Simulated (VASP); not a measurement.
# LiHF2 (C2/m) in VASP: dielectric tensor with r2SCAN

Aim: the dielectric tensor of LiHF2 with r2SCAN.

Program: VASP 6.6.1. These are calculated values, not measurements. Logs are shortened: lines on timing, memory, paths and dates and some standing lists are left out, and cuts for length are marked.

## Step 1: The cell of the first run

The typed cell holds 4 atoms: a = 2.935 Å, b = 2.935 Å, c = 5.524 Å, α = 122.06°, β = 122.06°, γ = 60.00°.

## Step 2: Dielectric tensor, r2SCAN

File INCAR:

```
SYSTEM = LiHF2
  PREC = Accurate
  ENCUT = 520
  EDIFF = 1E-8
  ISMEAR = 0
  SIGMA = 0.01
  LREAL = .False.
  LASPH = .True.
  NELM = 100
  ALGO = Normal
  ISIF = 2
  LWAVE = .False.
  LCHARG = .False.
  METAGGA = R2SCAN
  LMIXTAU = .True.
  LCALCEPS = .True.
```

File KPOINTS:

```
Automatic mesh
0
Gamma
  8 8 6
  0 0 0
```

File POSCAR:

```
LiHF2
1.0
    2.5291185200     -1.4676188544     -0.2569565582
    2.5291185200      1.4676188544     -0.2569565582
   -2.9271904131      0.0000000000      4.6845712252
Li H F
1 1 2
Direct
    0.0000000000      0.0000000000      0.0000000000
    0.0000000000      0.0000000000      0.5000000000
    0.1734010955      0.1734010955      0.7597943818
    0.8265989045      0.8265989045      0.2402056182
```

Potentials or basis: VASP PAW PBE potentials, release 64 (Li_sv, H, F).

Launch:

```sh
cat potpaw_PBE.64/Li_sv/POTCAR potpaw_PBE.64/H/POTCAR potpaw_PBE.64/F/POTCAR > POTCAR
mpirun -np 1 vasp_std > vasp.out
```

OUTCAR:

```text
SYSTEM = LiHF2
   PREC = Accurate
   ENCUT = 520
   EDIFF = 1E-8
   ISMEAR = 0
   LREAL = .False.
   LASPH = .True.
   NELM = 100
   ISIF = 2
   METAGGA = R2SCAN

 ion  position               nearest neighbor table
   1  0.000  0.000  0.000-   4 1.99   4 1.99   3 1.99   3 1.99   3 1.99   4 1.99
   2  0.000  0.000  0.500-   3 1.13   4 1.13
   3  0.173  0.173  0.760-   2 1.13   1 1.99   1 1.99   1 1.99
   4  0.827  0.827  0.240-   2 1.13   1 1.99   1 1.99   1 1.99

  Warning from LATTYP: Got some problem with cell dimensions!
  Tried to take original basis but could not verify dimensions!
  LATTYP: Found a base centered monoclinic cell.
 ALAT       =     5.0842766097
 B/A-ratio  =     0.5773166832
 C/A-ratio  =     0.9211854328
 COS(beta)  =    -0.3626656143

  Lattice vectors:

 A1 = (  -2.5291185200,   1.4676188544,   0.2569565582)
 A2 = (  -2.5291185200,  -1.4676188544,   0.2569565582)
 A3 = (   2.1310466269,   0.0000000000,   4.1706581088)

Analysis of symmetry for initial positions (statically):
=====================================================================
 Subroutine PRICEL returns:
 Original cell was already a primitive cell.

 Routine SETGRP: Setting up the symmetry group for a
 base centered monoclinic supercell.

 Subroutine GETGRP returns: Found  4 space group operations
 (whereof  4 operations were pure point group operations)
 out of a pool of  4 trial point group operations.

The static configuration has the point symmetry C_2h.

Analysis of symmetry for dynamics (positions and initial velocities):
=====================================================================
 Subroutine PRICEL returns:
 Original cell was already a primitive cell.

 Routine SETGRP: Setting up the symmetry group for a
 base centered monoclinic supercell.

 Subroutine GETGRP returns: Found  4 space group operations
 (whereof  4 operations were pure point group operations)
 out of a pool of  4 trial point group operations.

The dynamic configuration has the point symmetry C_2h.

 Subroutine INISYM returns: Found  4 space group operations
 (whereof  4 operations are pure point group operations),
 and found     1 'primitive' translations

----------------------------------------------------------------------------------------

                                     Primitive cell

  volume of cell :      32.5684

[... 166 lines left out ...]
     10   10000.0000      0.00000
     11   10000.0000      0.00000
     12   10000.0000      0.00000
     13   10000.0000      0.00000
[... 354 lines left out ...]
  band No.  band energies     occupation
      1     -44.8608      2.00000
      2     -25.2549      2.00000
      3     -24.1990      2.00000
      4      -8.2497      2.00000
      5      -5.0640      2.00000
      6      -4.3540      2.00000
      7      -4.2061      2.00000
      8      -4.0531      2.00000
      9      -3.3355      2.00000
     10   10000.0000      0.00000
     11   10000.0000      0.00000
     12   10000.0000      0.00000
     13   10000.0000      0.00000

 [... further k-points ...]

------------------------ aborting loop because EDIFF is reached ----------------------------------------

            Ionic dipole moment: p[ion]=(     1.46360     0.00000    -2.34229 ) |e| Angst

 Total electronic dipole moment: p[elc]=(     0.00005     0.00000     0.00190 ) |e| Angst

 MACROSCOPIC STATIC DIELECTRIC TENSOR (including local field effects)
 ------------------------------------------------------
           1.797937     0.000000     0.027631
           0.000000     1.795433     0.000000
           0.027582     0.000000     2.054454
 ------------------------------------------------------

 PIEZOELECTRIC TENSOR (including local field effects) (e Angst)
          XX          YY          ZZ          XY          YZ          ZX
  --------------------------------------------------------------------------------
  x     0.00000     0.00000     0.00000     0.00000     0.00000     0.00000
  y     0.00000     0.00000     0.00000     0.00000     0.00000     0.00000
  z     0.00000     0.00000     0.00000     0.00000     0.00000     0.00000

 PIEZOELECTRIC TENSOR (including local field effects) (C/m^2)
          XX          YY          ZZ          XY          YZ          ZX
  --------------------------------------------------------------------------------
  x     0.00000     0.00000     0.00000     0.00000     0.00000     0.00000
  y     0.00000     0.00000     0.00000     0.00000     0.00000     0.00000
  z     0.00000     0.00000     0.00000     0.00000     0.00000     0.00000

 BORN EFFECTIVE CHARGES (including local field effects) (in |e|, cummulative output)
 ---------------------------------------------------------------------------------
 ion    1
    1     1.08085     0.00000    -0.00181
    2     0.00000     1.07057     0.00000
    3    -0.01079     0.00000     1.06880
 ion    2
    1     0.40335     0.00000     0.16387
    2     0.00000     0.39063     0.00000
    3     0.16638     0.00000     1.97134
 ion    3
    1    -0.74210     0.00000    -0.08103
    2     0.00000    -0.73060     0.00000
    3    -0.07780     0.00000    -1.52007
 ion    4
    1    -0.74210     0.00000    -0.08103
    2     0.00000    -0.73060     0.00000
    3    -0.07780     0.00000    -1.52007

  FORCE on cell =-STRESS in cart. coord.  units (eV):
  Direction    XX          YY          ZZ          XY          YZ          ZX
  --------------------------------------------------------------------------------------
  -------------------------------------------------------------------------------------
  Total        0.0195886      0.0403994      0.2026090      0.0000000      0.0000000      0.0115664
  in kB        0.9636437      1.9874154      9.9671795      0.0000000      0.0000000      0.5689971
  external PRESSURE =       4.3060796 kB  Pullay stress =       0.0000000 kB

 VOLUME and BASIS-vectors are now :
 -----------------------------------------------------------------------------
  energy-cutoff  :      520.00
  volume of cell :       32.57
      direct lattice vectors                 reciprocal lattice vectors
     2.529118520 -1.467618854 -0.256956558     0.211098973 -0.340687910  0.131906819
     2.529118520  1.467618854 -0.256956558     0.211098973  0.340687910  0.131906819
    -2.927190413  0.000000000  4.684571225     0.023158263  0.000000000  0.227937327

 POSITION                                       TOTAL-FORCE (eV/Angst)
 -----------------------------------------------------------------------------------
      0.00000      0.00000      0.00000        -0.000000      0.000000     -0.000000
     -1.46360      0.00000      2.34229        -0.000000      0.000000     -0.000000
     -1.34696      0.00000      3.47020         0.008062      0.000000      0.074361
      3.47801      0.00000      0.70046        -0.008062      0.000000     -0.074361
 -----------------------------------------------------------------------------------
    total drift:                                0.000000      0.000000     -0.000000

  FREE ENERGIE OF THE ION-ELECTRON SYSTEM (eV)
  ---------------------------------------------------
  free  energy   TOTEN  =       -21.9326222346 eV

  energy  without entropy=      -21.9326222346  energy(sigma->0) =      -21.93262223
```

Run time: 15 min. Hardware: 1 thread of Intel Xeon 6975P-C (Granite Rapids), shared host; peak memory 0.34 GiB.

Results:

- Band gap on the k mesh: 9.27 eV, indirect (least direct gap 9.48 eV)
- Electronic dielectric tensor (diagonal): 1.80, 1.80, 2.05
- Born charges (mean of the diagonal): Li +1.07; H +0.92; F -1.00 e

Levels at points of the mesh, in eV from the valence-band top:
```csv
k point,band 5,band 6,band 7,band 8,band 9,band 10,band 11,band 12,band 13
"(0.00, 0.00, 0.00)",-0.42,-0.42,-0.21,-0.21,-0.21,9.27,14.31,18.54,19.74
"(0.50, 0.00, 0.00)",-2.60,-1.56,-1.19,-1.00,-0.16,14.70,15.37,15.58,17.59
"(0.50, 0.50, 0.00)",-2.60,-1.56,-1.19,-1.00,-0.16,14.70,15.37,15.58,17.59
"(0.00, 0.00, 0.50)",-1.74,-0.61,-0.61,0.00,0.00,10.16,13.77,17.27,21.55
"(0.50, 0.00, 0.50)",-2.50,-1.49,-0.75,-0.65,-0.46,12.87,14.81,17.80,19.60
"(0.50, 0.50, 0.50)",-2.50,-1.50,-0.75,-0.65,-0.46,12.87,14.81,17.81,19.59
```

Electronic dielectric tensor:
```
1.80 0.00 0.03
0.00 1.80 0.00
0.03 0.00 2.05
```

Born effective charge tensors (e):
atom 1, Li
```
 1.08  0.00  0.00
 0.00  1.07  0.00
-0.01  0.00  1.07
```
atom 2, H
```
0.40 0.00 0.16
0.00 0.39 0.00
0.17 0.00 1.97
```
atom 3, F
```
-0.74  0.00 -0.08
 0.00 -0.73  0.00
-0.08  0.00 -1.52
```
atom 4, F
```
-0.74  0.00 -0.08
 0.00 -0.73  0.00
-0.08  0.00 -1.52
```

Dipole moments of the cell (e·Å, modulo the quantum): ionic 1.464, 0.000, -2.342; electronic 0.000, 0.000, 0.002

Caveat: the cutoff is under 1.25 times the usual one of these potentials, so pressure, stress and relaxed cells hold a basis-set (Pulay) error; the PAW data sets were made with another functional, which shifts forces and pressure a little. r2SCAN opens gaps a little over a GGA but as a rule still falls short of measured ones.
